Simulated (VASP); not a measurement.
# Li2O (Fm-3m) in VASP: G0W0 quasiparticle levels with PBE

Aim: the G0W0 quasiparticle levels of Li2O with PBE.

Program: VASP 6.6.1. These are calculated values, not measurements. Logs are shortened: lines on timing, memory, paths and dates and some standing lists are left out, and cuts for length are marked.

## Step 1: The cell of the first run

The structure is cubic, space group Fm-3m (No. 225). Conventional cell: a = 4.573 Å, b = 4.573 Å, c = 4.573 Å, α = 90.00°, β = 90.00°, γ = 90.00°. Within 2.6 Å of O (site symmetry m-3m) lie 8 Li at 1.98 Å. Within 2.6 Å of Li (site symmetry -43m) lie 4 O at 1.98 Å and 6 Li at 2.29 Å.

## Step 2: G0W0 quasiparticle levels, PBE

POSCAR

```
Li2O
1.0
    0.0000000000      2.2863684517      2.2863684517
    2.2863684517      0.0000000000      2.2863684517
    2.2863684517      2.2863684517      0.0000000000
O Li
1 2
Direct
    0.0000000000      0.0000000000      0.0000000000
    0.2500000000      0.2500000000      0.2500000000
    0.7500000000      0.7500000000      0.7500000000
```

INCAR.step1

```
PREC = Accurate
ENCUT = 500
EDIFF = 1E-8
ISMEAR = 0
SIGMA = 0.01
LREAL = False
LASPH = True
NELM = 80
ALGO = Normal
LWAVE = True
LCHARG = False
GGA = PE
```

INCAR.step2

```
PREC = Accurate
ENCUT = 500
EDIFF = 1E-8
ISMEAR = 0
SIGMA = 0.01
LREAL = False
LASPH = True
NELM = 1
ALGO = Exact
LWAVE = True
LCHARG = False
GGA = PE
NBANDS = 34
LOPTICS = True
ISTART = 1
```

INCAR.step3

```
PREC = Accurate
ENCUT = 500
EDIFF = 1E-8
ISMEAR = 0
SIGMA = 0.01
LREAL = False
LASPH = True
ALGO = EVGW0
LWAVE = False
LCHARG = False
GGA = PE
NELMGW = 1
NBANDS = 34
ENCUTGW = 60
NOMEGA = 48
PRECFOCK = Fast
ISTART = 1
NBANDSGW = 12
```

KPOINTS

```
Automatic mesh
0
Gamma
  4 4 4
```

Potentials or basis: VASP PAW PBE potentials, release 64 (O_GW, Li_GW).

Launch:

```console
cat potpaw_PBE.64/O_GW/POTCAR potpaw_PBE.64/Li_GW/POTCAR > POTCAR
cp INCAR.step1 INCAR
mpirun -np 1 vasp_std > vasp.out
cp INCAR.step2 INCAR
mpirun -np 1 vasp_std > vasp.out
cp INCAR.step3 INCAR
mpirun -np 1 vasp_std > vasp.out
```

OUTCAR:

```text
PREC = Accurate
   ENCUT = 500
   EDIFF = 1E-8
   ISMEAR = 0
   LREAL = False
   LASPH = True
   GGA = PE
   NELMGW = 1
   ENCUTGW = 60
   PRECFOCK = Fast
   ISTART = 1

 ion  position               nearest neighbor table
   1  0.000  0.000  0.000-   2 1.98   3 1.98   3 1.98   3 1.98   3 1.98   2 1.98   2 1.98   2 1.98

   2  0.250  0.250  0.250-   1 1.98   1 1.98   1 1.98   1 1.98   3 2.29   3 2.29   3 2.29   3 2.29
                             3 2.29   3 2.29
   3  0.750  0.750  0.750-   1 1.98   1 1.98   1 1.98   1 1.98   2 2.29   2 2.29   2 2.29   2 2.29
                             2 2.29   2 2.29

  LATTYP: Found a face centered cubic cell.
 ALAT       =     4.5727369034

  Lattice vectors:

 A1 = (   0.0000000000,   2.2863684517,   2.2863684517)
 A2 = (   2.2863684517,   0.0000000000,   2.2863684517)
 A3 = (   2.2863684517,   2.2863684517,   0.0000000000)

Analysis of symmetry for initial positions (statically):
=====================================================================
 Subroutine PRICEL returns:
 Original cell was already a primitive cell.

 Routine SETGRP: Setting up the symmetry group for a
 face centered cubic supercell.

 Subroutine GETGRP returns: Found 48 space group operations
[... 9 lines left out ...]

 Routine SETGRP: Setting up the symmetry group for a
 face centered cubic supercell.

 Subroutine GETGRP returns: Found 48 space group operations
 (whereof 48 operations were pure point group operations)
 out of a pool of 48 trial point group operations.

The dynamic configuration has the point symmetry O_h .

 Subroutine INISYM returns: Found 48 space group operations
 (whereof 48 operations are pure point group operations),
 and found     1 'primitive' translations

----------------------------------------------------------------------------------------

                                     Primitive cell

  volume of cell :      23.9039

  direct lattice vectors                    reciprocal lattice vectors
     0.000000000  2.286368452  2.286368452    -0.218687412  0.218687412  0.218687412
     2.286368452  0.000000000  2.286368452     0.218687412 -0.218687412  0.218687412
     2.286368452  2.286368452  0.000000000     0.218687412  0.218687412 -0.218687412

  length of vectors
     3.233413273  3.233413273  3.233413273     0.378777709  0.378777709  0.378777709

  position of ions in fractional coordinates (direct lattice)
     0.000000000  0.000000000  0.000000000
     0.250000000  0.250000000  0.250000000
     0.750000000  0.750000000  0.750000000

  ion indices of the primitive-cell ions
   primitive index   ion index
                 1           1
                 2           2
                 3           3

----------------------------------------------------------------------------------------

 KPOINTS: Automatic mesh

Automatic generation of k-mesh.
 Grid dimensions read from file:
 generate k-points for:    4    4    4

 Generating k-lattice:

  Cartesian coordinates                     Fractional coordinates (reciprocal lattice)
    -0.054671853  0.054671853  0.054671853     0.250000000  0.000000000  0.000000000
     0.054671853 -0.054671853  0.054671853     0.000000000  0.250000000  0.000000000
     0.054671853  0.054671853 -0.054671853     0.000000000  0.000000000  0.250000000

  Length of vectors
     0.094694427  0.094694427  0.094694427

  Shift w.r.t. Gamma in fractional coordinates (k-lattice)
     0.000000000  0.000000000  0.000000000

 Subroutine IBZKPT returns following result:
 ===========================================

 Found      8 irreducible k-points:

 Following reciprocal coordinates:
            Coordinates               Weight
  0.000000  0.000000  0.000000      1.000000
  0.250000  0.000000  0.000000      8.000000
  0.500000  0.000000  0.000000      4.000000
  0.250000  0.250000  0.000000      6.000000
  0.500000  0.250000  0.000000     24.000000
 -0.250000  0.250000  0.000000     12.000000
  0.500000  0.500000  0.000000      3.000000
 -0.250000  0.500000  0.250000      6.000000
   k-points           NKPTS =      8   k-points in BZ     NKDIM =     64   number of bands    NBANDS=     34
   number of dos      NEDOS =    301   number of ions     NIONS =      3
   total plane-waves  NPLWV =  13824
   dimension x,y,z NGX =    24 NGY =   24 NGZ =   24
   dimension x,y,z NGXF=    48 NGYF=   48 NGZF=   48
   ions per type =               1   2
   NGX,Y,Z   is equivalent  to a cutoff of  12.34, 12.34, 12.34 a.u.
   NGXF,Y,Z  is equivalent  to a cutoff of  24.68, 24.68, 24.68 a.u.
 SYSTEM =  unknown system
   PREC   = accura    normal or accurate (medium, high low for compatibility)
   ISTART =      1    job   : 0-new  1-cont  2-samecut
   ICHARG =      0    charge: 1-file 2-atom 10-const
   ISPIN  =      1    spin polarized calculation?
   LNONCOLLINEAR =      F non collinear calculations
   LSORBIT =      F    spin-orbit coupling
   LASPH  =      T    aspherical Exc in radial PAW
   ENCUT  =  500.0 eV  36.75 Ry    6.06 a.u.   5.90  5.90  5.90*2*pi/ulx,y,z
   NELM   =     60;   NELMIN=  2; NELMDL=  0     # of ELM steps
   EDIFF  = 0.1E-07   stopping-criterion for ELM
   LREAL  =      F    real-space projection
   EDIFFG = 0.1E-06   stopping-criterion for IOM
   NSW    =      0    number of steps for IOM
   IBRION =     -1    ionic relax: 0-MD 1-quasi-New 2-CG
   NFREE  =      0    steps in history (QN), initial steepest desc. (CG)
   ISIF   =      0    stress and relaxation
   ISYM   =      3    0-nonsym 1-usesym 2-fastsym
   POTIM  = 0.5000    time-step for ionic-motion
   TEBEG  =    0.0;   TEEND  =   0.0 temperature during run
   PSTRESS=    0.0 pullay stress
   NELECT =       8.0000    total number of electrons
   NUPDOWN=      -1.0000    fix difference up-down
   EMIN   =  10.00;   EMAX   =-10.00  energy-range for DOS
   EFERMI =   0.00;   METHOD = LEGACY
   ISMEAR =     0;   SIGMA  =   0.01  broadening in eV -4-tet -1-fermi 0-gaus
   EFERMI_NEDOS =   21; number of points for ismear=-14 and -15
   IALGO  =     38    algorithm
   IMIX   =      4    mixing-type and parameters
     AMIX     =   0.40;   BMIX     =  1.00
     AMIX_MAG =   1.60;   BMIX_MAG =  1.00
  volume/ion in A,a.u.               =       7.97        53.77
  Fermi-wavevector in a.u.,A,eV,Ry     =   1.136620  2.147900 17.577434  1.291905
  Thomas-Fermi vector in A             =   2.273325
   LORBIT       =      0    0 simple, 1 ext, 2 COOP (PROOUT), +10 PAW based schemes
   GGA     = PE    functional components
   LHFCALC =     T    Hartree Fock is set to
   PRECFOCK=fast      Normal, Fast or Accurate (Low or Medium for compatibility)
   ENCUT4O =  -1.0   cutoff for four orbital integrals eV
   NKREDX  =     1    reduce k-point grid by
   NKREDY  =     1    reduce k-point grid by
   NKREDZ  =     1    reduce k-point grid by
   AEXX    =    1.0000 exact exchange contribution
   HFSCREEN=    0.0000 screening length (either q_TF or 0.3 A-1)
   HFSCREENC=   0.0000 screening length for correlation (either q_TF or 0.3 A-1)
   ENCUTFOCK=  -1.0 apply spherical cutoff to Coloumb kernel
   IVDW    =     0    specifies the selected vdW correction
   LEPSILON=     F    determine dielectric tensor
   LRPA    =     F    only Hartree local field effects (RPA)
   LRPAFORCE           =     F    calculate RPA forces
   ENCUTGW             =  60.0    cutoff for response function in eV
   ENCUTGWSOFT         =  48.0    soft cutoff for Coulomb kernel in GW response function in eV
   ENCUTLF             =  -1.0    cutoff for local field effects
   NELMGW              =     1    number of iterations in solving QP/BSE equation
   NELMHF              =     1    number of iterations in the inner HF iteration
   NKREDLFX            =     1    NKREDLFY  =   1   NKREDLFZ  =   1
 non-spin polarized calculation
 Gauss-broadening in eV      SIGMA  =   0.01
  energy-cutoff  :      500.00
  volume of cell :       23.90
 maximum number of plane-waves:       620
  NGX = 14; NGY = 14; NGZ = 14
   NGX = 11   NGY = 11   NGZ = 11
 maximum number of plane-waves:        28
 NGX is ok and might be reduce to    10

 QP shifts <psi_nk| G(iteration)W_0 |psi_nk>: iteration 1
 for sc-GW calculations column KS-energies equals QP-energies in previous step
 and V_xc(KS)=  KS-energies - (<T + V_ion + V_H > + <T+V_H+V_ion>^1  + <V_x>^1)

 k-point   1 :       0.0000    0.0000    0.0000
  band No.  KS-energies  QP-energies   sigma(KS)   V_xc(KS)     V^pw_x(r,r')   Z            occupation Imag(sigma)

      1     -17.7512     -20.3229     -22.5073     -18.9983     -30.5865       0.7329       2.0000       1.2195
      2      -2.2009      -3.3482     -20.5266     -19.0480     -24.6979       0.7759       2.0000       0.1542
      3      -2.2009      -3.3482     -20.5266     -19.0480     -24.6979       0.7759       2.0000       0.1542
      4      -2.2009      -3.3482     -20.5266     -19.0480     -24.6979       0.7759       2.0000       0.1542
      5       3.3040       4.2629      -8.2337      -9.3941      -4.8011       0.8263       0.0000      -0.1119
      6       9.9299      11.5625      -6.2443      -8.2069      -2.5442       0.8318       0.0000      -0.1225
      7       9.9299      11.5625      -6.2443      -8.2069      -2.5442       0.8318       0.0000      -0.1225
      8       9.9299      11.5625      -6.2443      -8.2069      -2.5442       0.8318       0.0000      -0.1225
      9      17.1745      18.1851      -6.0126      -7.3003      -1.2409       0.7848       0.0000      -0.6552
     10      17.1745      18.1851      -6.0126      -7.3003      -1.2409       0.7848       0.0000      -0.6552
     11      17.1745      18.1851      -6.0126      -7.3003      -1.2409       0.7848       0.0000      -0.6552
     12      19.4814      21.0565      -7.0495      -8.9059      -2.8556       0.8485       0.0000      -0.6289

 k-point   2 :       0.2500    0.0000    0.0000
  band No.  KS-energies  QP-energies   sigma(KS)   V_xc(KS)     V^pw_x(r,r')   Z            occupation Imag(sigma)
[... 97 lines left out ...]
      1     -17.4225     -19.9291     -22.9198     -19.5751     -31.0383       0.7494       2.0000       1.1620
      2      -4.0923      -5.5355     -17.5067     -15.6223     -21.4247       0.7658       2.0000       0.1852
      3      -3.7291      -5.2045     -18.7123     -16.7736     -22.8749       0.7610       2.0000       0.1831
      4      -3.7291      -5.2045     -18.7123     -16.7736     -22.8749       0.7610       2.0000       0.1831
      5       5.0875       6.3406      -9.2931     -10.8367      -6.2189       0.8118       0.0000      -0.1161
      6       8.4725       9.9617      -7.3209      -9.1496      -3.3568       0.8143       0.0000      -0.1552
      7      12.2694      14.1632      -9.8794     -12.2833      -5.5782       0.7878       0.0000      -0.3139
      8      12.2694      14.1632      -9.8794     -12.2833      -5.5782       0.7878       0.0000      -0.3139
      9      16.3079      17.8540      -6.5085      -8.4309      -2.2460       0.8043       0.0000      -0.2966
     10      16.3079      17.8540      -6.5085      -8.4309      -2.2460       0.8043       0.0000      -0.2966
     11      21.4216      23.4999      -7.6254     -10.1228      -2.8800       0.8322       0.0000      -0.8460
     12      22.6394      24.9947      -6.4993      -9.3442      -2.2366       0.8279       0.0000      -0.4575
```

It took 36 s on 1 thread of Intel Xeon 8259CL, shared host; peak memory 0.2 GiB.

What came out:

```yaml
Band_gap_on_the_k_mesh_mean-field_level: 5.04 eV, indirect (least direct gap 5.50 eV)
Quasiparticle_gap: 7.11 eV
Least_direct_quasiparticle_gap: 7.61 eV
```

Levels at points of the mesh, in eV from the valence-band top:
```
           k point  band 1  band 2  band 3  band 4  band 5  band 6  band 7  band 8
(0.00, 0.00, 0.00)  -15.55    0.00    0.00    0.00    5.50   12.13   12.13   12.13
(0.50, 0.00, 0.00)  -15.29   -2.85   -0.46   -0.46    9.43   10.12   12.24   12.24
(0.50, 0.50, 0.00)  -15.24   -1.63   -1.43   -1.43    5.04   13.85   13.85   15.14
```

Caveat: the k points lie up to 0.59 Å⁻¹ apart; bands, screening cutoff and mesh are small and nothing is extrapolated, so the quasiparticle values aren't converged.
